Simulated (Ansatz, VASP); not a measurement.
Two plane-wave programs on Nb5O

```xyz
6
Lattice="4.6976 0.0000 0.0000 -2.3488 4.0682 0.0000 0.0000 0.0000 5.3128" Properties=species:S:1:pos:R:3 pbc="T T T"
Nb    0.0000    2.7121    1.2889
Nb    2.3488    1.3561    1.2889
Nb    2.3488    1.3561    4.0240
Nb    0.0000    2.7121    4.0240
Nb    0.0000    0.0000    0.0000
O     0.0000    0.0000    2.6564
```

Alike in both runs: functional PBE; k mesh 12 × 12 × 8; occupations gaussian, width 0.1 eV; no spin polarisation.

Ansatz relaxed the structure, and its values are those at the end. VASP's run is a single point on that final structure, the one shown.

|  | VASP | Ansatz |
| --- | --- | --- |
| version | VASP 6.6.1 | Ansatz 0.2.0 |
| potentials or method | VASP PAW PBE potentials, release 64 (Nb_sv, O), cutoff 520 eV | scalar-relativistic, plane waves, PAW |
| valence electrons in the cell | 71 | 71 |

VASP gave:

```
gap on the k mesh at the Fermi level (eV) : none
pressure (GPa)                            : -0.2
```

Question: Estimate Ansatz's values.

Answer: gap on the k mesh at the Fermi level (eV): none; pressure (GPa): 0.0.

A gap of «none» marks a metal or a gap that the smearing closes. The functional is the same, so the differences come from potentials, cutoffs and numerics.
